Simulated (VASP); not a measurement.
BaGe3W2: single point with PBE

The system is BaGe3W2.

```xyz
6
Lattice="6.9288 0.0000 0.0000 -3.4644 6.0006 0.0000 0.0000 0.0000 3.2128" Properties=species:S:1:pos:R:3 pbc="T T T"
Ba    0.0000    0.0000    0.0000
Ge    3.4644    0.0000    1.6064
Ge    1.7322    3.0003    1.6064
Ge   -1.7322    3.0003    1.6064
W     0.0000    4.0004    0.0000
W     3.4644    2.0002    0.0000
```

The cell was built from a structure type or drawn by symmetry, and may not be a known phase.

```yaml
Program: VASP 6.6.1
Task: single point
Functional: PBE
Potentials_or_basis: VASP PAW PBE potentials, release 64 (Ba_sv, Ge_d, W_sv)
Cutoff: 520 eV
k_mesh: 6 × 6 × 12
Occupations: gaussian, width 0.1 eV
Spin: no spin polarisation
Dipole_correction: no
Further_INCAR_settings: ALGO = Fast; EDIFF = 1e-07; NBANDS = 49
```

```yaml
Pressure: 0.4 GPa
Band_gap_on_the_k_mesh: zero (bands 40 and 41 overlap by 1.04 eV)
```

Stress tensor (GPa, compression positive):
```
0.30 0.00 0.00
0.00 0.30 0.00
0.00 0.00 0.48
```

Levels at points of the mesh, in eV from the Fermi level:
| k point | band 38 | band 39 | band 40 | band 41 | band 42 | band 43 |
| --- | --- | --- | --- | --- | --- | --- |
| (0.00, 0.00, 0.00) | -0.67 | -0.61 | -0.61 | -0.47 | -0.10 | 0.50 |
| (0.50, 0.00, 0.00) | -0.70 | -0.68 | -0.60 | -0.19 | 0.03 | 0.04 |
| (0.00, 0.00, 0.50) | -0.86 | -0.51 | -0.51 | 0.15 | 0.97 | 0.97 |
| (0.50, 0.00, 0.50) | -0.92 | -0.20 | 0.03 | 0.29 | 0.51 | 0.62 |

It took 19 min on 1 thread of Intel(R) Xeon(R) Platinum 8488C (Sapphire Rapids), on a shared host, peak memory 0.46 GiB.

Caveat: spin-orbit coupling is left out, which moves the levels of the heavy elements.
